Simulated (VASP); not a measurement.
Runs of VASP 6.6.1 on Se. The structure is that of space group P6_3/mmc (No. 194), or close to it. The cells are those of the table. This isn't the form of Se at room conditions, which is trigonal, of chains.

```csv
task,cell,cutoff (eV),gap on the mesh (eV),pressure (GPa)
electric field gradients,"a = 3.684, b = 3.684, c = 3.813 Å, angles 90.0, 90.0, 120.0°, 2 atoms",520,none,0.0
electric field gradients,"a = 3.720, b = 3.720, c = 3.851 Å, angles 90.0, 90.0, 120.0°, 2 atoms",520,none,(a)
electric field gradients,"a = 3.647, b = 3.647, c = 3.774 Å, angles 90.0, 90.0, 120.0°, 2 atoms",520,none,2.2
electric field gradients,"a = 3.756, b = 3.756, c = 3.888 Å, angles 90.0, 90.0, 120.0°, 2 atoms",520,none,-3.4
relaxation of cell and atoms,"relaxed from a = 2.512, b = 2.512, c = 4.070 Å, angles 90.0, 90.0, 120.0°, 2 atoms",600,none,0.0
```

Alike in all rows: level PBE; potentials or basis VASP PAW PBE potentials, release 64 (Se); no spin polarisation; k mesh 19 × 19 × 10; smearing fermi-dirac 0.03 eV.

Q: Estimate the missing entries.

A: (a) -1.8.

Caveats: the cell stands under tension (at least some runs).

A k mesh can miss the band edges, and the runs leave out spin-orbit coupling on Se.

A gap of «none» marks levels without a gap at the run's occupations.
